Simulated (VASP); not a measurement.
**SiNi: single point with BLYP**

SiNi:

```
CELL_PARAMETERS angstrom
2.98150 0.00000 0.00000
0.00000 3.32349 0.00000
0.00000 0.00000 4.73900
ATOMIC_POSITIONS crystal
Ni 0.50000 0.50000 0.34250
Ni 0.00000 0.00000 0.65750
Si 0.50000 0.50000 0.84314
Si 0.00000 0.00000 0.15686
```

```
Program             : VASP 6.6.1
Task                : single point
Functional          : BLYP
Potentials or basis : VASP PAW PBE potentials, release 64 (Ni, Si)
Cutoff              : 520 eV
k mesh              : 9 × 8 × 6
Occupations         : fermi-dirac, width 0.05 eV
Spin                : collinear spin, ferromagnetic start
Starting moments    : [1.0, 1.0, 0.0, 0.0] μB
```

```yaml
Pressure: 8.3 GPa
Largest_force: 0.218 eV/Å
Band_gap_on_the_k_mesh: zero (filled and empty bands overlap)
Net_moment: 0.00 μB per cell
Valence_electrons_inside_the_program's_atomic_spheres: Ni 9.55; Si 1.62
```

Forces in eV/Å, atoms in the order of the input:
```
Ni   0.000  0.000 -0.210
Ni   0.000  0.000  0.210
Si   0.000  0.000 -0.218
Si   0.000  0.000  0.218
```

Stress tensor (GPa, compression positive):
```
10.90  0.00  0.00
 0.00  9.13  0.00
 0.00  0.00  4.81
```

Levels at points of the mesh, in eV from the Fermi level:
Spin up:
```
           k point  band 10  band 11  band 12  band 13  band 14  band 15  band 16  band 17  band 18  band 19
(0.00, 0.00, 0.00)    -2.61    -2.26    -1.96    -1.95    -1.28     1.19     2.55     4.93     5.63     6.89
(0.00, 0.50, 0.00)    -2.67    -2.19    -2.19    -2.16    -2.16     1.07     1.07     4.79     4.79     7.81
(0.00, 0.00, 0.50)    -2.70    -2.60    -2.01     1.03     1.62     1.95     2.41     2.75     3.45     4.39
(0.00, 0.50, 0.50)    -2.46    -2.02    -2.02    -1.98    -1.98     5.12     5.12     5.18     5.18     7.09
```
Spin down:
| k point | band 11 | band 12 | band 13 | band 14 | band 15 | band 16 | band 17 | band 18 |
| --- | --- | --- | --- | --- | --- | --- | --- | --- |
| (0.00, 0.00, 0.00) | -2.26 | -1.96 | -1.95 | -1.28 | 1.19 | 2.55 | 4.93 | 5.63 |
| (0.00, 0.50, 0.00) | -2.19 | -2.19 | -2.16 | -2.16 | 1.07 | 1.07 | 4.79 | 4.79 |
| (0.00, 0.00, 0.50) | -2.60 | -2.01 | 1.03 | 1.62 | 1.95 | 2.41 | 2.75 | 3.45 |
| (0.00, 0.50, 0.50) | -2.02 | -2.02 | -1.98 | -1.98 | 5.12 | 5.12 | 5.18 | 5.18 |

Run time: 93 s on 1 thread of Intel(R) Xeon(R) 6975P-C (Granite Rapids), with other jobs on the host, peak memory 0.29 GiB.

Caveat: the PAW data sets were made with another functional, which shifts forces and pressure a little.
